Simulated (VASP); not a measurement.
**NaHf2: relaxation of cell and atoms with PBE**

NaHf2:

```
CELL_PARAMETERS angstrom
5.36449 0.00000 0.00000
-2.68225 4.64579 0.00000
0.00000 0.00000 2.90558
ATOMIC_POSITIONS crystal
Na 0.00000 0.00000 0.00000
Hf 0.33333 0.66667 0.50000
Hf 0.66667 0.33333 0.50000
```

```
Program                : VASP 6.6.1
Task                   : relaxation of cell and atoms
Functional             : PBE
Potentials or basis    : VASP PAW PBE potentials, release 64 (Na_pv, Hf_pv)
Cutoff                 : 600 eV
k mesh                 : 12 × 12 × 16
Occupations            : gaussian, width 0.1 eV
Spin                   : no spin polarisation
Dipole correction      : no
Further INCAR settings : ALGO = Fast; EDIFF = 1e-06; IBRION = 2; EDIFFG = -0.01; NSW = 100; ISIF = 3
```

```yaml
Relaxed_volume: 23.95 Å³/atom
Relaxed_cell: a = 5.377 Å, b = 5.377 Å, c = 2.869 Å, α = 90.00°, β = 90.00°, γ = 120.00°
Space_group_after_relaxing_to_0.1_Å: P6/mmm (No. 191)
Energy_gained_by_relaxing: 1.3 meV/atom
Ionic_steps: 5
Pressure_after_relaxing: 0.0 GPa
Band_gap_on_the_k_mesh: zero (an odd number of electrons rules out a gap without spin polarisation)
```

The path:
```csv
step,energy change (eV),largest force (eV/Å),pressure (GPa),volume (Å³)
1,0.0000,0.0000,-0.56,72.41
2,-0.0032,0.0000,0.20,71.52
3,-0.0032,0.0000,0.20,71.53
4,-0.0037,0.0000,0.10,71.73
5,-0.0038,0.0000,0.03,71.84
```

Final structure:
```
CELL_PARAMETERS angstrom
5.37711 0.00000 0.00000
-2.68855 4.65671 0.00000
0.00000 0.00000 2.86919
ATOMIC_POSITIONS crystal
Na 0.00000 0.00000 0.00000
Hf 0.33333 0.66667 0.50000
Hf 0.66667 0.33333 0.50000
```

Levels at points of the mesh, in eV from the Fermi level:
| k point | band 10 | band 11 | band 12 | band 13 | band 14 | band 15 | band 16 | band 17 |
| --- | --- | --- | --- | --- | --- | --- | --- | --- |
| (0.00, 0.00, 0.00) | -5.93 | -1.48 | -1.26 | -0.56 | -0.56 | 0.09 | 0.09 | 4.27 |
| (0.50, 0.00, 0.00) | -4.44 | -3.37 | -1.99 | -0.65 | -0.35 | -0.34 | 0.58 | 2.63 |
| (0.00, 0.00, 0.50) | -2.15 | -1.40 | -1.40 | 0.28 | 0.84 | 0.84 | 1.49 | 1.49 |
| (0.50, 0.00, 0.50) | -1.79 | -1.75 | -0.66 | -0.39 | 0.21 | 1.00 | 1.04 | 1.69 |

Run time: 10 min on 1 thread of Intel(R) Xeon(R) Platinum 8488C (Sapphire Rapids), on a shared host, peak memory 0.43 GiB.

Caveat: spin-orbit coupling is left out, which moves the levels of the heavy elements.
